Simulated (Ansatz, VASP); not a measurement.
One calculation of AsSe4, two programs

File INCAR:

```
ALGO = Normal
EDIFF = 1E-6
EDIFFG = -0.01
ENCUT = 600
GGA = PE
IBRION = 2
ISIF = 3
ISMEAR = 0
LASPH = True
LCHARG = False
LREAL = False
LWAVE = False
NELM = 100
NSW = 100
PREC = Accurate
SIGMA = 0.1
```

Contents of KPOINTS:

```
k-points
0
Gamma
  12 12 12
```

Contents of POSCAR:

```
AsSe4
1.0
   -4.3638431231      4.3638431231      1.7238311754
    4.3638431231     -4.3638431231      1.7238311754
    4.3638431231      4.3638431231     -1.7238311754
As Se
1 4
Direct
    0.0000000000      0.0000000000      0.0000000000
    0.7208032073      0.6435647443      0.3643679516
    0.2791967927      0.3564352557      0.6356320484
    0.6435647443      0.2791967927      0.9227615370
    0.3564352557      0.7208032073      0.0772384630
```

Input for Ansatz:

```yaml
crystal:
  lattice:
    - [-4.3638431231, 4.3638431231, 1.7238311754]
    - [4.3638431231, -4.3638431231, 1.7238311754]
    - [4.3638431231, 4.3638431231, -1.7238311754]
  atoms:
    - { symbol: As, position: [0.0, 0.0, 0.0] }
    - { symbol: Se, position: [0.7208032073, 0.6435647443, 0.3643679516] }
    - { symbol: Se, position: [0.2791967927, 0.3564352557, 0.6356320484] }
    - { symbol: Se, position: [0.6435647443, 0.2791967927, 0.922761537] }
    - { symbol: Se, position: [0.3564352557, 0.7208032073, 0.077238463] }
basis:
  ecutwfc: 420
kpoints:
  mp_grid: { grid: [12, 12, 12] }
hamiltonian:
  xc: pbe
scf:
  occupations: { method: gaussian, width: 0.1 }
output:
  forces: true
  stress: true
  eigenvalues: true
relax:
  adjacent_minimum: "off"
  f_tol: 0.01
  max_steps: 80
  cell: { stress_tol: 0.05 }
```

Change from the starting cell: species swapped into the ScAu4 type (I4/m, No. 87).

Alike in both runs: task relaxation of cell and atoms; functional PBE; k mesh 12 × 12 × 12; occupations gaussian, width 0.1 eV; no spin polarisation.

|  | VASP | Ansatz |
| --- | --- | --- |
| version | VASP 6.6.1 | Ansatz 0.2.0 |
| potentials or method | VASP PAW PBE potentials, release 64 (As, Se), cutoff 600 eV | scalar-relativistic, plane waves, PAW |
| valence electrons in the cell | 29 | 79 |

```csv
,VASP,Ansatz,Ansatz less VASP
"gap on the k mesh at the Fermi level, each at its own relaxed structure (eV)",none,none,-
relaxed volume (Å³/atom),26.30,26.29,-0.016
relaxed length of the cell vector where the two differ most in proportion (Å),6.417,6.416,-0.0011
```

A gap of «none» marks a metal or a gap that the smearing closes. VASP's potentials hold 29 valence electrons a cell and Ansatz's 79, so a difference there can come from the potentials and not from the codes.
